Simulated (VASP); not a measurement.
ZnS: vibrations by perturbation theory with LDA

ZnS:

```
Zn S
1.0
     0.00000    2.64834    2.64834
     2.64834    0.00000    2.64834
     2.64834    2.64834    0.00000
Zn S
1 1
Direct
  0.00000 0.00000 0.00000
  0.75000 0.75000 0.75000
```

- Program: VASP 6.6.1
- Task: vibrations by perturbation theory
- Functional: LDA
- Potentials or basis: VASP PAW LDA potentials, release 64 (Zn, S)
- Cutoff: 520 eV
- k mesh: 10 × 10 × 10
- Occupations: gaussian, width 0.01 eV
- Spin: no spin polarisation
- Dipole correction: no
- Further INCAR settings: ALGO = Normal; EDIFF = 1e-08; IBRION = 8; NSW = 1

```json
{
  "Electronic dielectric tensor (diagonal)": "6.15",
  "Born charges (mean of the diagonal)": "Zn +1.91; S -1.91 e",
  "Highest phonon frequency at Γ, LO-TO splitting left out": "293 cm⁻¹"
}
```

Phonon frequencies in cm⁻¹ (negative: imaginary):
| q point | frequencies |
| --- | --- |
| (0.000, 0.000, 0.000) | -1 -1 -1 293 293 293 |

Electronic dielectric tensor:
```
6.15 0.00 0.00
0.00 6.15 0.00
0.00 0.00 6.15
```

Born effective charge tensors (e):
atom 1, Zn
```
1.91 0.00 0.00
0.00 1.91 0.00
0.00 0.00 1.91
```
atom 2, S
```
-1.91  0.00  0.00
 0.00 -1.91  0.00
 0.00  0.00 -1.91
```

It took 8.9 min on 1 thread of Intel(R) Xeon(R) 6975P-C (Granite Rapids) (shared host), peak memory 0.32 GiB.
